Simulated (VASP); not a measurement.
# PtS2 (P-3m1) in VASP: single point with PBE

Aim: the single point of PtS2 with PBE.

All numbers are computed with VASP 6.6.1; they aren't measurements. Logs are shortened: lines on timing, memory, paths and dates and some standing lists are left out, and cuts for length are marked.

### 1 The cell of the first run

The structure is trigonal, space group P-3m1 (No. 164). The conventional cell has a = 3.553 Å, b = 3.553 Å, c = 5.123 Å, α = 90.00°, β = 90.00°, γ = 120.00°. Within 3.2 Å of Pt (site symmetry -3m) lie 6 S at 2.39 Å. S (site symmetry 3m) has 3 Pt at 2.39 Å and 3 S at 3.20 Å within 3.2 Å.

### 2 Single point, PBE

File INCAR:

```
SYSTEM = PtS2
PREC = Accurate ; ENCUT = 520
EDIFF = 1E-6 ; ISMEAR = 0
SIGMA = 0.01 ; LREAL = .FALSE.
LASPH = .TRUE. ; NELM = 100
ALGO = Normal ; ISIF = 2
LWAVE = .FALSE. ; LCHARG = .TRUE.
GGA = PE ; LELF = .TRUE.
LVHAR = .TRUE. ; NBANDS = 18
```

File KPOINTS:

```
regular mesh
0
G
  12 12 6
  0 0 0
```

File POSCAR:

```
PtS2
1.0
    3.5526415794      0.0000000000      0.0000000000
   -1.7763207897      3.0766778583      0.0000000000
    0.0000000000      0.0000000000      5.1227110512
Pt S
1 2
Direct
    0.0000000000      0.0000000000      0.0000000000
    0.3333333333      0.6666666667      0.2392599769
    0.6666666667      0.3333333333      0.7607400231
```

Potentials or basis: VASP PAW PBE potentials, release 64 (Pt, S).

Started as:

```console
cat potpaw_PBE.64/Pt/POTCAR potpaw_PBE.64/S/POTCAR > POTCAR
mpirun -np 1 vasp_std > vasp.out
```

OUTCAR:

```text
SYSTEM = PtS2
   PREC = Accurate
   ENCUT = 520
   EDIFF = 1E-6
   ISMEAR = 0
   LREAL = .FALSE.
   LASPH = .TRUE.
   NELM = 100
   ISIF = 2
   GGA = PE

 ion  position               nearest neighbor table
   1  0.000  0.000  0.000-   2 2.39   3 2.39   2 2.39   3 2.39   3 2.39   2 2.39
   2  0.333  0.667  0.239-   1 2.39   1 2.39   1 2.39
   3  0.667  0.333  0.761-   1 2.39   1 2.39   1 2.39

  LATTYP: Found a hexagonal cell.
 ALAT       =     3.5526415794
 C/A-ratio  =     1.4419442369

  Lattice vectors:

 A1 = (   3.5526415794,   0.0000000000,   0.0000000000)
 A2 = (  -1.7763207897,   3.0766778583,   0.0000000000)
 A3 = (   0.0000000000,   0.0000000000,   5.1227110512)

Analysis of symmetry for initial positions (statically):
=====================================================================
 Subroutine PRICEL returns:
 Original cell was already a primitive cell.

 Routine SETGRP: Setting up the symmetry group for a
 hexagonal supercell.

 Subroutine GETGRP returns: Found 12 space group operations
 (whereof 12 operations were pure point group operations)
 out of a pool of 24 trial point group operations.

The static configuration has the point symmetry D_3d.

Analysis of symmetry for dynamics (positions and initial velocities):
=====================================================================
 Subroutine PRICEL returns:
 Original cell was already a primitive cell.

 Routine SETGRP: Setting up the symmetry group for a
 hexagonal supercell.

 Subroutine GETGRP returns: Found 12 space group operations
 (whereof 12 operations were pure point group operations)
 out of a pool of 24 trial point group operations.

The dynamic configuration has the point symmetry D_3d.

 Subroutine INISYM returns: Found 12 space group operations
 (whereof 12 operations are pure point group operations),
 and found     1 'primitive' translations

----------------------------------------------------------------------------------------

                                     Primitive cell

  volume of cell :      55.9929

  direct lattice vectors                    reciprocal lattice vectors
     3.552641579  0.000000000  0.000000000     0.281480689  0.162512952  0.000000000
    -1.776320790  3.076677858  0.000000000     0.000000000  0.325025903  0.000000000
     0.000000000  0.000000000  5.122711051     0.000000000  0.000000000  0.195209136

  length of vectors
     3.552641579  3.552641579  5.122711051     0.325025903  0.325025903  0.195209136

  position of ions in fractional coordinates (direct lattice)
     0.000000000  0.000000000  0.000000000
     0.333333333  0.666666667  0.239259977
     0.666666667  0.333333333  0.760740023

  ion indices of the primitive-cell ions
   primitive index   ion index
                 1           1
                 2           2
                 3           3

----------------------------------------------------------------------------------------

 KPOINTS: regular mesh

Automatic generation of k-mesh.
 Grid dimensions read from file:
 generate k-points for:   12   12    6

 Generating k-lattice:

  Cartesian coordinates                     Fractional coordinates (reciprocal lattice)
     0.023456724  0.013542746  0.000000000     0.083333333 -0.000000000  0.000000000
     0.000000000  0.027085492  0.000000000     0.000000000  0.083333333  0.000000000
     0.000000000  0.000000000  0.032534856     0.000000000  0.000000000  0.166666667

  Length of vectors
     0.027085492  0.027085492  0.032534856

  Shift w.r.t. Gamma in fractional coordinates (k-lattice)
     0.000000000  0.000000000  0.000000000

 Subroutine IBZKPT returns following result:
 ===========================================

 Found    100 irreducible k-points:

 Following reciprocal coordinates:
            Coordinates               Weight
  0.000000  0.000000  0.000000      1.000000
  0.083333  0.000000  0.000000      6.000000
  0.166667  0.000000  0.000000      6.000000
  0.250000 -0.000000  0.000000      6.000000
  0.333333  0.000000  0.000000      6.000000
  0.416667 -0.000000  0.000000      6.000000
[... 16 lines left out ...]
  0.166667  0.000000  0.166667      6.000000
  0.000000  0.166667  0.166667      6.000000
 [... further k-points ...]
   k-points           NKPTS =    100   k-points in BZ     NKDIM =    100   number of bands    NBANDS=     18
   number of dos      NEDOS =    301   number of ions     NIONS =      3
   total plane-waves  NPLWV =  31360
   dimension x,y,z NGX =    28 NGY =   28 NGZ =   40
   dimension x,y,z NGXF=    56 NGYF=   56 NGZF=   80
   ions per type =               1   2
   NGX,Y,Z   is equivalent  to a cutoff of  13.10, 13.10, 12.98 a.u.
   NGXF,Y,Z  is equivalent  to a cutoff of  26.21, 26.21, 25.96 a.u.
 SYSTEM =  PtS2
   PREC   = accura    normal or accurate (medium, high low for compatibility)
   ISTART =      0    job   : 0-new  1-cont  2-samecut
   ICHARG =      2    charge: 1-file 2-atom 10-const
   ISPIN  =      1    spin polarized calculation?
   LNONCOLLINEAR =      F non collinear calculations
   LSORBIT =      F    spin-orbit coupling
   LASPH  =      T    aspherical Exc in radial PAW
   ENCUT  =  520.0 eV  38.22 Ry    6.18 a.u.   6.61  6.61  9.52*2*pi/ulx,y,z
   NELM   =    100;   NELMIN=  2; NELMDL= -5     # of ELM steps
   EDIFF  = 0.1E-05   stopping-criterion for ELM
   LREAL  =      F    real-space projection
   EDIFFG = 0.1E-04   stopping-criterion for IOM
   NSW    =      0    number of steps for IOM
   IBRION =     -1    ionic relax: 0-MD 1-quasi-New 2-CG
   NFREE  =      0    steps in history (QN), initial steepest desc. (CG)
   ISIF   =      2    stress and relaxation
   ISYM   =      2    0-nonsym 1-usesym 2-fastsym
   POTIM  = 0.5000    time-step for ionic-motion
   TEBEG  =    0.0;   TEEND  =   0.0 temperature during run
   PSTRESS=    0.0 pullay stress
   NELECT =      22.0000    total number of electrons
   NUPDOWN=      -1.0000    fix difference up-down
   EMIN   =  10.00;   EMAX   =-10.00  energy-range for DOS
   EFERMI =   0.00;   METHOD = LEGACY
   ISMEAR =     0;   SIGMA  =   0.01  broadening in eV -4-tet -1-fermi 0-gaus
   EFERMI_NEDOS =   21; number of points for ismear=-14 and -15
   IALGO  =     38    algorithm
   IMIX   =      4    mixing-type and parameters
     AMIX     =   0.40;   BMIX     =  1.00
     AMIX_MAG =   1.60;   BMIX_MAG =  1.00
  volume/ion in A,a.u.               =      18.66       125.95
  Fermi-wavevector in a.u.,A,eV,Ry     =   1.199052  2.265879 19.561441  1.437725
  Thomas-Fermi vector in A             =   2.334925
   LORBIT       =      0    0 simple, 1 ext, 2 COOP (PROOUT), +10 PAW based schemes
   GGA     = PE    functional components
   LHFCALC =     F    Hartree Fock is set to
   AEXX    =    0.0000 exact exchange contribution
   IVDW    =     0    specifies the selected vdW correction
   LEPSILON=     F    determine dielectric tensor
   LRPA    =     F    only Hartree local field effects (RPA)
 non-spin polarized calculation
 Gauss-broadening in eV      SIGMA  =   0.01
  energy-cutoff  :      520.00
  volume of cell :       55.99
 maximum number of plane-waves:      1536
 NGX is ok and might be reduce to    28
   NGX = 13   NGY = 13   NGZ = 19

 number of electron      21.9999996 magnetization

 Free energy of the ion-electron system (eV)
  ---------------------------------------------------
  ext. energy  EPLUGINS =         0.00000000
  ---------------------------------------------------
  free energy    TOTEN  =       -15.39644380 eV

  energy without entropy =      -15.39644380  energy(sigma->0) =      -15.39644380

 E-fermi :   6.5085     XC(G=0): -10.5247

 val. band max:        6.4424355621   @ k =   0.0000   0.1667   0.1667
 cond. band min:       7.1548372618   @ k =   0.0000   0.2500   0.3333
 fundamental gap:      0.7124016997
 Fermi energy:         6.5085371608

 k-point     1 :       0.0000    0.0000    0.0000
  band No.  band energies     occupation
      1      -8.6841      2.00000
      2      -5.8772      2.00000
      3      -0.3525      2.00000
      4      -0.0139      2.00000
      5      -0.0139      2.00000
      6       2.7258      2.00000
[... 10 lines left out ...]
     17      14.5242      0.00000
     18      18.8263      0.00000

 k-point     2 :       0.0833    0.0000    0.0000
  band No.  band energies     occupation
      1      -8.5962      2.00000
      2      -5.9175      2.00000
      3      -0.2594      2.00000
      4       0.0426      2.00000
      5       0.0435      2.00000
      6       2.5959      2.00000
[... 10 lines left out ...]
     17      14.8018      0.00000
     18      17.8730      0.00000

 k-point     3 :       0.1667    0.0000    0.0000
  band No.  band energies     occupation
      1      -8.3423      2.00000
      2      -6.0261      2.00000
      3      -0.0121      2.00000
      4       0.1956      2.00000
      5       0.2308      2.00000
      6       2.1550      2.00000
[... 10 lines left out ...]
     17      15.4732      0.00000
     18      16.4490      0.00000

 k-point     4 :       0.2500   -0.0000    0.0000
  band No.  band energies     occupation
      1      -7.9536      2.00000
      2      -6.1738      2.00000
      3       0.2213      2.00000
      4       0.3927      2.00000
      5       0.6347      2.00000
      6       1.4429      2.00000
[... 375 lines left out ...]
      4       0.0392      2.00000
      5       0.2034      2.00000
      6       2.5737      2.00000
[... 10 lines left out ...]
     17      14.9486      0.00000
     18      17.1336      0.00000

 k-point    23 :       0.1667    0.0000    0.1667
  band No.  band energies     occupation
      1      -8.2675      2.00000
      2      -6.1807      2.00000
      3      -0.0161      2.00000
      4       0.2165      2.00000
      5       0.4379      2.00000
      6       2.1924      2.00000
[... 10 lines left out ...]
     17      15.0709      0.00000
     18      16.1727      0.00000

 k-point    24 :       0.0000    0.1667    0.1667
  band No.  band energies     occupation
      1      -8.2755      2.00000
      2      -6.1575      2.00000
      3      -0.1503      2.00000
      4       0.1802      2.00000
      5       0.5666      2.00000
      6       2.0804      2.00000
[... 10 lines left out ...]
     17      15.8399      0.00000
     18      15.8436      0.00000

 [... further k-points ...]
[... 5 lines left out ...]
  --------------------------------------------------------------------------------------
  -------------------------------------------------------------------------------------
  Total        1.2687246      1.2687246      0.8066371      0.0000000     -0.0000000     -0.0000000
  in kB       36.3031791     36.3031791     23.0810461      0.0000000     -0.0000000     -0.0000000
  external PRESSURE =      31.8958014 kB  Pullay stress =       0.0000000 kB

 VOLUME and BASIS-vectors are now :
 -----------------------------------------------------------------------------
  energy-cutoff  :      520.00
  volume of cell :       55.99
      direct lattice vectors                 reciprocal lattice vectors
     3.552641579  0.000000000  0.000000000     0.281480689  0.162512952  0.000000000
    -1.776320790  3.076677858  0.000000000     0.000000000  0.325025903  0.000000000
     0.000000000  0.000000000  5.122711051     0.000000000  0.000000000  0.195209136

 POSITION                                       TOTAL-FORCE (eV/Angst)
 -----------------------------------------------------------------------------------
      0.00000      0.00000      0.00000         0.000000     -0.000000      0.000000
     -0.00000      2.05112      1.22566         0.000000     -0.000000      0.026090
      1.77632      1.02556      3.89705        -0.000000      0.000000     -0.026090
 -----------------------------------------------------------------------------------
    total drift:                               -0.000000      0.000000      0.000000

  FREE ENERGIE OF THE ION-ELECTRON SYSTEM (eV)
  ---------------------------------------------------
  free  energy   TOTEN  =       -15.3964437972 eV

  energy  without entropy=      -15.3964437972  energy(sigma->0) =      -15.39644380
```

Wall time 72 s (1 thread of Intel Xeon Platinum 8259CL at 2.50GHz (Skylake/Cascade Lake), shared host); peak memory 0.24 GiB.

Results:

```yaml
Free_energy: -15.3964 eV
Pressure: 3.2 GPa
Largest_force: 0.026 eV/Å
Band_gap_on_the_k_mesh: 0.71 eV, indirect (least direct gap 0.97 eV)
```

Forces on the atoms (eV/Å):
```
Pt   0.000  0.000  0.000
S    0.000  0.000  0.026
S    0.000  0.000 -0.026
```

Levels at points of the mesh, in eV from the valence-band top:
| k point | band 7 | band 8 | band 9 | band 10 | band 11 | band 12 | band 13 | band 14 | band 15 | band 16 |
| --- | --- | --- | --- | --- | --- | --- | --- | --- | --- | --- |
| (0.00, 0.00, 0.00) | -3.72 | -1.98 | -1.03 | -1.03 | -0.02 | 2.12 | 2.12 | 4.77 | 5.43 | 8.08 |
| (0.50, 0.00, 0.00) | -3.15 | -3.09 | -3.02 | -2.92 | -2.40 | 1.56 | 2.57 | 5.44 | 6.46 | 8.20 |
| (0.00, 0.00, 0.50) | -3.74 | -2.57 | -1.26 | -1.26 | -1.11 | 2.64 | 2.64 | 5.57 | 7.08 | 7.77 |
| (0.50, 0.00, 0.50) | -3.09 | -3.03 | -2.70 | -2.66 | -1.42 | 1.75 | 2.23 | 5.08 | 5.49 | 7.63 |

Caveat: spin-orbit coupling is left out, which moves the levels of the heavy elements. As with any semilocal functional, this PBE gap is likely too small.
